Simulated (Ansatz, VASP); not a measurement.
## MgS: VASP beside Ansatz

```
Mg S
1.0
     0.00000    2.82577    2.82577
     2.82577    0.00000    2.82577
     2.82577    2.82577    0.00000
Mg S
1 1
Cartesian
  0.0000 0.0000 0.0000
  1.4129 1.4129 1.4129
```

Alike in both runs: functional PBEsol; k mesh 8 × 8 × 8; occupations gaussian, width 0.02 eV; no spin polarisation.

Ansatz relaxed the structure, and its values are those at the end. VASP's run is a single point on that final structure, the one shown.

```csv
,VASP,Ansatz
version,VASP 6.6.1,Ansatz 0.2.0
potentials or method,"VASP PAW PBE potentials, release 64 (Mg, S), cutoff 600 eV","scalar-relativistic, plane waves, PAW"
valence electrons in the cell,8,16
```

```tsv
	VASP	Ansatz	Ansatz less VASP
gap on the k mesh at the Fermi level (eV)	3.32	3.32	-0.002
least direct gap on the mesh (eV)	3.32	3.32	-0.002
pressure (GPa)	-0.1	0.0	+0.07
```

VASP's potentials were made for PBE, not for PBEsol, and Ansatz warns of the same on its side. VASP's potentials hold 8 valence electrons a cell and Ansatz's 16, so a difference there can come from the potentials and not from the codes.
